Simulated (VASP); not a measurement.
# KCl (Pm-3m) in VASP: further runs

The runs below take KCl through single point, with r2SCAN.

All numbers are computed with VASP 6.6.1; they aren't measurements. Logs are shortened: lines on timing, memory, paths and dates and some standing lists are left out, and cuts for length are marked.

## (1) The cell of the first run

The structure is cubic, space group Pm-3m (No. 221). The conventional cell has a = 3.667 Å, b = 3.667 Å, c = 3.667 Å, α = 90.00°, β = 90.00°, γ = 90.00°. Within 4.2 Å of K (site symmetry m-3m) lie 8 Cl at 3.18 Å and 6 K at 3.67 Å. Cl (site symmetry m-3m) has 8 K at 3.18 Å and 6 Cl at 3.67 Å within 4.2 Å.

## (2) Single point, r2SCAN (24.65 Å³/atom)

Input file POSCAR:

```
KCl
1.0
    3.6666997592      0.0000000000      0.0000000000
    0.0000000000      3.6666997592      0.0000000000
    0.0000000000      0.0000000000      3.6666997592
K Cl
1 1
Direct
    0.0000000000      0.0000000000      0.0000000000
    0.5000000000      0.5000000000      0.5000000000
```

Input file INCAR.step1:

```
ALGO     = Normal         # electronic algorithm
EDIFF    = 1E-4           # SCF threshold, eV
ENCUT    = 520            # plane-wave cutoff, eV
GGA      = PE             # functional
ISMEAR   = 0              # smearing method
LASPH    = T              # aspherical terms in the spheres
LCHARG   = F              # write CHGCAR
LREAL    = F              # projectors in reciprocal space
LWAVE    = T              # write WAVECAR
NBANDS   = 15             # bands
NELM     = 60             # most SCF steps
PREC     = Accurate       # precision mode
SIGMA    = 0.05           # smearing width, eV
```

Input file INCAR.step2:

```
ALGO     = Normal         # electronic algorithm
EDIFF    = 1E-6           # SCF threshold, eV
ENCUT    = 520            # plane-wave cutoff, eV
ISIF     = 2              # what is computed and relaxed
ISMEAR   = 0              # smearing method
ISTART   = 1            
LASPH    = T              # aspherical terms in the spheres
LCHARG   = F              # write CHGCAR
LMIXTAU  = T            
LREAL    = F              # projectors in reciprocal space
LWAVE    = F              # write WAVECAR
METAGGA  = R2SCAN         # meta-GGA
NBANDS   = 15             # bands
NELM     = 60             # most SCF steps
PREC     = Accurate       # precision mode
SIGMA    = 0.05           # smearing width, eV
```

Input file KPOINTS:

```
k-points
0
Gamma
  6 6 6
```

Potentials or basis: VASP PAW PBE potentials, release 64 (K_sv, Cl).

The run is started by

```console
$ cat potpaw_PBE.64/K_sv/POTCAR potpaw_PBE.64/Cl/POTCAR > POTCAR
$ cp INCAR.step1 INCAR
$ mpirun -np 1 vasp_std > vasp.out
$ cp INCAR.step2 INCAR
$ mpirun -np 1 vasp_std > vasp.out
```

OUTCAR:

```text
EDIFF = 1E-6
   ENCUT = 520
   ISIF = 2
   ISMEAR = 0
   ISTART = 1
   LASPH = T
   LREAL = F
   METAGGA = R2SCAN
   NELM = 60
   PREC = Accurate

 ion  position               nearest neighbor table
   1  0.000  0.000  0.000-   2 3.18   2 3.18   2 3.18   2 3.18   2 3.18   2 3.18   2 3.18   2 3.18

   2  0.500  0.500  0.500-   1 3.18   1 3.18   1 3.18   1 3.18   1 3.18   1 3.18   1 3.18   1 3.18

  LATTYP: Found a simple cubic cell.
 ALAT       =     3.6666997592

  Lattice vectors:

 A1 = (   3.6666997592,   0.0000000000,   0.0000000000)
 A2 = (   0.0000000000,   3.6666997592,   0.0000000000)
 A3 = (   0.0000000000,   0.0000000000,   3.6666997592)

Analysis of symmetry for initial positions (statically):
=====================================================================
 Subroutine PRICEL returns:
 Original cell was already a primitive cell.

 Routine SETGRP: Setting up the symmetry group for a
 simple cubic supercell.

 Subroutine GETGRP returns: Found 48 space group operations
 (whereof 48 operations were pure point group operations)
 out of a pool of 48 trial point group operations.

The static configuration has the point symmetry O_h .

Analysis of symmetry for dynamics (positions and initial velocities):
=====================================================================
 Subroutine PRICEL returns:
 Original cell was already a primitive cell.

 Routine SETGRP: Setting up the symmetry group for a
 simple cubic supercell.

 Subroutine GETGRP returns: Found 48 space group operations
 (whereof 48 operations were pure point group operations)
 out of a pool of 48 trial point group operations.

The dynamic configuration has the point symmetry O_h .

 Subroutine INISYM returns: Found 48 space group operations
 (whereof 48 operations are pure point group operations),
 and found     1 'primitive' translations

----------------------------------------------------------------------------------------

                                     Primitive cell

  volume of cell :      49.2976

  direct lattice vectors                    reciprocal lattice vectors
     3.666699759  0.000000000  0.000000000     0.272724811  0.000000000  0.000000000
     0.000000000  3.666699759  0.000000000     0.000000000  0.272724811  0.000000000
     0.000000000  0.000000000  3.666699759     0.000000000  0.000000000  0.272724811

  length of vectors
     3.666699759  3.666699759  3.666699759     0.272724811  0.272724811  0.272724811

  position of ions in fractional coordinates (direct lattice)
     0.000000000  0.000000000  0.000000000
     0.500000000  0.500000000  0.500000000

  ion indices of the primitive-cell ions
   primitive index   ion index
                 1           1
                 2           2

----------------------------------------------------------------------------------------

 KPOINTS: k-points

Automatic generation of k-mesh.
 Grid dimensions read from file:
 generate k-points for:    6    6    6

 Generating k-lattice:

  Cartesian coordinates                     Fractional coordinates (reciprocal lattice)
     0.045454135  0.000000000  0.000000000     0.166666667  0.000000000  0.000000000
     0.000000000  0.045454135  0.000000000     0.000000000  0.166666667  0.000000000
     0.000000000  0.000000000  0.045454135     0.000000000  0.000000000  0.166666667

  Length of vectors
     0.045454135  0.045454135  0.045454135

  Shift w.r.t. Gamma in fractional coordinates (k-lattice)
     0.000000000  0.000000000  0.000000000

 Subroutine IBZKPT returns following result:
 ===========================================

 Found     20 irreducible k-points:

 Following reciprocal coordinates:
            Coordinates               Weight
  0.000000  0.000000  0.000000      1.000000
  0.166667  0.000000  0.000000      6.000000
  0.333333  0.000000  0.000000      6.000000
  0.500000  0.000000  0.000000      3.000000
  0.166667  0.166667  0.000000     12.000000
  0.333333  0.166667  0.000000     24.000000
[... 12 lines left out ...]
  0.500000  0.500000  0.333333      6.000000
  0.500000  0.500000  0.500000      1.000000
   k-points           NKPTS =     20   k-points in BZ     NKDIM =     20   number of bands    NBANDS=     15
   number of dos      NEDOS =    301   number of ions     NIONS =      2
   total plane-waves  NPLWV =  21952
   dimension x,y,z NGX =    28 NGY =   28 NGZ =   28
   dimension x,y,z NGXF=    56 NGYF=   56 NGZF=   56
   ions per type =               1   1
   NGX,Y,Z   is equivalent  to a cutoff of  12.70, 12.70, 12.70 a.u.
   NGXF,Y,Z  is equivalent  to a cutoff of  25.39, 25.39, 25.39 a.u.
 SYSTEM =  unknown system
   PREC   = accura    normal or accurate (medium, high low for compatibility)
   ISTART =      1    job   : 0-new  1-cont  2-samecut
   ICHARG =      0    charge: 1-file 2-atom 10-const
   ISPIN  =      1    spin polarized calculation?
   LNONCOLLINEAR =      F non collinear calculations
   LSORBIT =      F    spin-orbit coupling
   LASPH  =      T    aspherical Exc in radial PAW
   ENCUT  =  520.0 eV  38.22 Ry    6.18 a.u.   6.82  6.82  6.82*2*pi/ulx,y,z
   NELM   =     60;   NELMIN=  2; NELMDL=  0     # of ELM steps
   EDIFF  = 0.1E-05   stopping-criterion for ELM
   LREAL  =      F    real-space projection
   EDIFFG = 0.1E-04   stopping-criterion for IOM
   NSW    =      0    number of steps for IOM
   IBRION =     -1    ionic relax: 0-MD 1-quasi-New 2-CG
   NFREE  =      0    steps in history (QN), initial steepest desc. (CG)
   ISIF   =      2    stress and relaxation
   ISYM   =      2    0-nonsym 1-usesym 2-fastsym
   POTIM  = 0.5000    time-step for ionic-motion
   TEBEG  =    0.0;   TEEND  =   0.0 temperature during run
   PSTRESS=    0.0 pullay stress
   NELECT =      16.0000    total number of electrons
   NUPDOWN=      -1.0000    fix difference up-down
   EMIN   =  10.00;   EMAX   =-10.00  energy-range for DOS
   EFERMI =   0.00;   METHOD = LEGACY
   ISMEAR =     0;   SIGMA  =   0.05  broadening in eV -4-tet -1-fermi 0-gaus
   EFERMI_NEDOS =   21; number of points for ismear=-14 and -15
   IALGO  =     38    algorithm
   IMIX   =      4    mixing-type and parameters
     AMIX     =   0.40;   BMIX     =  1.00
     AMIX_MAG =   1.60;   BMIX_MAG =  1.00
  volume/ion in A,a.u.               =      24.65       166.34
  Fermi-wavevector in a.u.,A,eV,Ry     =   1.125053  2.126041 17.221482  1.265743
  Thomas-Fermi vector in A             =   2.261728
   LORBIT       =      0    0 simple, 1 ext, 2 COOP (PROOUT), +10 PAW based schemes
   METAGGA = R2SCAN    functional components
   LHFCALC =     F    Hartree Fock is set to
   AEXX    =    0.0000 exact exchange contribution
   IVDW    =     0    specifies the selected vdW correction
   LEPSILON=     F    determine dielectric tensor
   LRPA    =     F    only Hartree local field effects (RPA)
 non-spin polarized calculation
 Gauss-broadening in eV      SIGMA  =   0.05
  energy-cutoff  :      520.00
  volume of cell :       49.30
 maximum number of plane-waves:      1357
 NGX is ok and might be reduce to    28
   NGX = 13   NGY = 13   NGZ = 13

 number of electron      15.9999994 magnetization

 Free energy of the ion-electron system (eV)
  ---------------------------------------------------
  ext. energy  EPLUGINS =         0.00000000
  ---------------------------------------------------
  free energy    TOTEN  =       -16.37716145 eV

  energy without entropy =      -16.37716145  energy(sigma->0) =      -16.37716145

 E-fermi :  -0.2421     XC(G=0):  -9.1417

 val. band max:       -0.4874305304   @ k =   0.5000   0.5000   0.0000
 cond. band min:       5.7605887240   @ k =   0.0000   0.0000   0.0000
 fundamental gap:      6.2480192544
 Fermi energy:        -0.2420849868

 k-point     1 :       0.0000    0.0000    0.0000
  band No.  band energies     occupation
      1     -29.4565      2.00000
      2     -13.9068      2.00000
      3     -12.0450      2.00000
      4     -12.0450      2.00000
      5     -12.0450      2.00000
      6      -0.7179      2.00000
      7      -0.7179      2.00000
      8      -0.7179      2.00000
      9       5.7606      0.00000
     10       6.4900      0.00000
     11       6.4900      0.00000
     12      11.3147      0.00000
     13      11.3147      0.00000
     14      11.3147      0.00000
     15      14.4447      0.00000

 k-point     2 :       0.1667    0.0000    0.0000
  band No.  band energies     occupation
      1     -29.4481      2.00000
      2     -13.9520      2.00000
      3     -12.0325      2.00000
      4     -12.0325      2.00000
      5     -12.0110      2.00000
      6      -1.3007      2.00000
      7      -0.7289      2.00000
      8      -0.7289      2.00000
      9       6.4222      0.00000
     10       6.7493      0.00000
     11       7.2178      0.00000
     12      11.2256      0.00000
     13      11.2256      0.00000
     14      11.4749      0.00000
     15      13.3267      0.00000

 k-point     3 :       0.3333    0.0000    0.0000
  band No.  band energies     occupation
      1     -29.4312      2.00000
      2     -14.0488      2.00000
      3     -12.0073      2.00000
      4     -12.0073      2.00000
      5     -11.9262      2.00000
      6      -2.2377      2.00000
      7      -0.7528      2.00000
      8      -0.7528      2.00000
      9       7.4649      0.00000
     10       7.7713      0.00000
     11       8.6993      0.00000
     12      11.2048      0.00000
     13      11.2048      0.00000
     14      11.4387      0.00000
     15      11.8546      0.00000
[... 271 lines left out ...]
 k-point    19 :       0.5000    0.5000    0.3333
  band No.  band energies     occupation
      1     -29.3711      2.00000
      2     -13.3763      2.00000
      3     -12.3124      2.00000
      4     -12.3124      2.00000
      5     -12.2086      2.00000
      6      -2.1089      2.00000
      7      -2.1089      2.00000
      8      -1.8126      2.00000
      9       8.4190      0.00000
     10       9.3216      0.00000
     11       9.3216      0.00000
     12      10.1273      0.00000
     13      11.4213      0.00000
     14      11.4213      0.00000
     15      13.1733      0.00000

 k-point    20 :       0.5000    0.5000    0.5000
  band No.  band energies     occupation
      1     -29.3640      2.00000
      2     -13.3217      2.00000
      3     -12.2889      2.00000
      4     -12.2889      2.00000
      5     -12.2889      2.00000
      6      -2.1726      2.00000
      7      -2.1726      2.00000
      8      -2.1726      2.00000
      9       9.4763      0.00000
     10       9.4763      0.00000
     11       9.4763      0.00000
     12      10.8648      0.00000
     13      10.8648      0.00000
     14      10.8648      0.00000
     15      13.2063      0.00000

------------------------ aborting loop because EDIFF is reached ----------------------------------------

  FORCE on cell =-STRESS in cart. coord.  units (eV):
  Direction    XX          YY          ZZ          XY          YZ          ZX
  --------------------------------------------------------------------------------------
  -------------------------------------------------------------------------------------
  Total        0.7217179      0.7217179      0.7217179     -0.0000000     -0.0000000      0.0000000
  in kB       23.4558963     23.4558963     23.4558963     -0.0000000     -0.0000000      0.0000000
  external PRESSURE =      23.4558963 kB  Pullay stress =       0.0000000 kB

 VOLUME and BASIS-vectors are now :
 -----------------------------------------------------------------------------
  energy-cutoff  :      520.00
  volume of cell :       49.30
      direct lattice vectors                 reciprocal lattice vectors
     3.666699759  0.000000000  0.000000000     0.272724811  0.000000000  0.000000000
     0.000000000  3.666699759  0.000000000     0.000000000  0.272724811  0.000000000
     0.000000000  0.000000000  3.666699759     0.000000000  0.000000000  0.272724811

 POSITION                                       TOTAL-FORCE (eV/Angst)
 -----------------------------------------------------------------------------------
      0.00000      0.00000      0.00000         0.000000      0.000000      0.000000
      1.83335      1.83335      1.83335         0.000000      0.000000      0.000000
 -----------------------------------------------------------------------------------
    total drift:                               -0.000000      0.000000      0.000000

  FREE ENERGIE OF THE ION-ELECTRON SYSTEM (eV)
  ---------------------------------------------------
  free  energy   TOTEN  =       -16.3771614502 eV

  energy  without entropy=      -16.3771614502  energy(sigma->0) =      -16.37716145
```

It took 69 s on 1 thread of Intel Xeon 8259CL, shared host; peak memory 0.17 GiB.

Results:

```
Free energy            : -16.3772 eV
Pressure               : 2.3 GPa
Band gap on the k mesh : 6.25 eV (least direct gap 6.48 eV)
```

Caveat: the PAW data sets were made with another functional, which shifts forces and pressure a little. A k mesh can miss the band edges.

(Continued in part 2 of 2.)
